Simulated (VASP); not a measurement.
Here is a VASP 6.6.1 calculation.

INCAR

```
SYSTEM = Ru
PREC = Accurate
ENCUT = 600
EDIFF = 1E-6
ISMEAR = 0
SIGMA = 0.1
LREAL = .False.
LASPH = .True.
NELM = 60
ALGO = Fast
ISIF = 3
LWAVE = .False.
LCHARG = .False.
GGA = PS
IBRION = 2
NSW = 100
EDIFFG = -0.01
```

Contents of KPOINTS:

```
regular mesh
0
Gamma
  12 12 18
  0 0 0
```

Contents of POSCAR:

```
Ru
1.0
    4.2226779889      0.0000000000      0.0000000000
   -2.1113389944      3.6569464104      0.0000000000
    0.0000000000      0.0000000000      2.6539466220
Ru
3
Direct
    0.0000000000      0.0000000000      0.0000000000
    0.3333333333      0.6666666667      0.5000000000
    0.6666666667      0.3333333333      0.5000000000
```

Potentials or basis: VASP PAW PBE potentials, release 64 (Ru_pv).

The run is started by

```sh
$ cat potpaw_PBE.64/Ru_pv/POTCAR > POTCAR
$ mpirun -np 1 vasp_std > vasp.out
```

Predict the band gap on the k mesh.

zero (bands 21 and 22 overlap by 2.56 eV).

What does it give for the space group after relaxing (to 0.1 Å)?

P6/mmm (No. 191).

Step by step:
| step | energy change (eV) | largest force (eV/Å) | pressure (GPa) | volume (Å³) |
| --- | --- | --- | --- | --- |
| 1 | 0.0000 | 0.0000 | -0.48 | 40.98 |
| 2 | 0.0006 | 0.0000 | 1.36 | 40.74 |
| 3 | -0.0002 | 0.0000 | 0.14 | 40.91 |
| 4 | -0.0002 | 0.0000 | 0.08 | 40.92 |
| 5 | -0.0002 | 0.0000 | -0.09 | 40.93 |
| 6 | -0.0002 | 0.0000 | -0.03 | 40.92 |

Caveat: the PAW data sets were made with another functional, which shifts forces and pressure a little.
